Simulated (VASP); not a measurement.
Input of a VASP 6.6.1 run:

The input INCAR:

```
PREC = Accurate ; ENCUT = 520
EDIFF = 1E-6 ; ISMEAR = -1
SIGMA = 0.02 ; LREAL = F
LASPH = T ; NELM = 60
ALGO = Normal ; ISIF = 2
LWAVE = F ; LCHARG = T
GGA = PE ; LELF = T
LVHAR = T ; NBANDS = 15
```

File KPOINTS:

```
regular mesh
0
Gamma
  10 10 10
```

The input POSCAR:

```
SiO2
1.0
    0.0000000000      2.2641691115      2.2641691115
    2.3522452899      0.0000000000      2.2641691115
    2.3522452899      2.2641691115      0.0000000000
Si O
1 2
Direct
    0.0000000000      0.0000000000      0.0000000000
    0.2500000000      0.2500000000      0.2500000000
    0.7500000000      0.7500000000      0.7500000000
```

Potentials or basis: VASP PAW PBE potentials, release 64 (Si, O).

Launch:

```bash
$ cat potpaw_PBE.64/Si/POTCAR potpaw_PBE.64/O/POTCAR > POTCAR
$ mpirun -np 1 vasp_std > vasp.out
```

Problem. Predict the band gap on the k mesh.

Solution. 1.45 eV (least direct gap 1.60 eV).

Problem. Predict the pressure.

Solution. -0.1 GPa.

Stress tensor (GPa, compression positive):
```
-25.40   0.00   0.00
  0.00  12.53   0.00
  0.00   0.00  12.53
```

Caveat: the cell differs from its parent crystal (uniaxial x strain +3.9%). A k mesh can miss the band edges.
